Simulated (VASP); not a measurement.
Here is a VASP 6.6.1 calculation.

POSCAR

```
Mo
1.0
    2.2157703720     -3.7309106924      0.0000000000
    2.2157703720      3.7309106924      0.0000000000
    0.0000000000      0.0000000000      4.4296299959
Mo
4
Direct
    0.1613812185      0.8386187815      0.0002074152
    0.6613812185      0.3386187815      0.4997925848
    0.8386187815      0.1613812185      0.9997925848
    0.3386187815      0.6613812185      0.5002074152
```

File INCAR.step1:

```
PREC     = Accurate       # precision mode
ENCUT    = 520            # plane-wave cutoff, eV
ISMEAR   = 0              # smearing method
SIGMA    = 0.1            # smearing width, eV
LREAL    = False          # projectors in reciprocal space
LASPH    = True           # aspherical terms in the spheres
NELM     = 60             # most SCF steps
NBANDS   = 36             # bands
GGA      = PE             # functional
ALGO     = Normal         # electronic algorithm
EDIFF    = 1E-4           # SCF threshold, eV
LWAVE    = True           # write WAVECAR
LCHARG   = False          # write CHGCAR
```

File INCAR.step2:

```
PREC     = Accurate       # precision mode
ENCUT    = 520            # plane-wave cutoff, eV
EDIFF    = 1E-6           # SCF threshold, eV
ISMEAR   = 0              # smearing method
SIGMA    = 0.1            # smearing width, eV
LREAL    = False          # projectors in reciprocal space
LASPH    = True           # aspherical terms in the spheres
NELM     = 60             # most SCF steps
ALGO     = Normal         # electronic algorithm
ISIF     = 2              # what is computed and relaxed
LWAVE    = False          # write WAVECAR
LCHARG   = False          # write CHGCAR
METAGGA  = R2SCAN         # meta-GGA
LMIXTAU  = True         
NBANDS   = 36             # bands
ISTART   = 1
```

File KPOINTS:

```
Automatic mesh
0
Gamma
  6 6 4
```

Potentials or basis: VASP PAW PBE potentials, release 64 (Mo_sv).

The run is started by

```bash
$ cat potpaw_PBE.64/Mo_sv/POTCAR > POTCAR
$ cp INCAR.step1 INCAR
$ mpirun -np 1 vasp_std > vasp.out
$ cp INCAR.step2 INCAR
$ mpirun -np 1 vasp_std > vasp.out
```

Question: Estimate the pressure.

Answer: 1.2 GPa.

Question: Predict the largest force.

Answer: 0.048 eV/Å.

Question: Estimate the band gap on the k mesh.

Answer: Zero (band 28 reaches 9.97 eV, above the bottom of band 29 at 9.49 eV).

Forces on the atoms (eV/Å):
```
Mo   0.000 -0.048 -0.005
Mo   0.000 -0.048  0.005
Mo   0.000  0.048  0.005
Mo   0.000  0.048 -0.005
```

Caveat: the PAW data sets were made with another functional, which shifts forces and pressure a little.
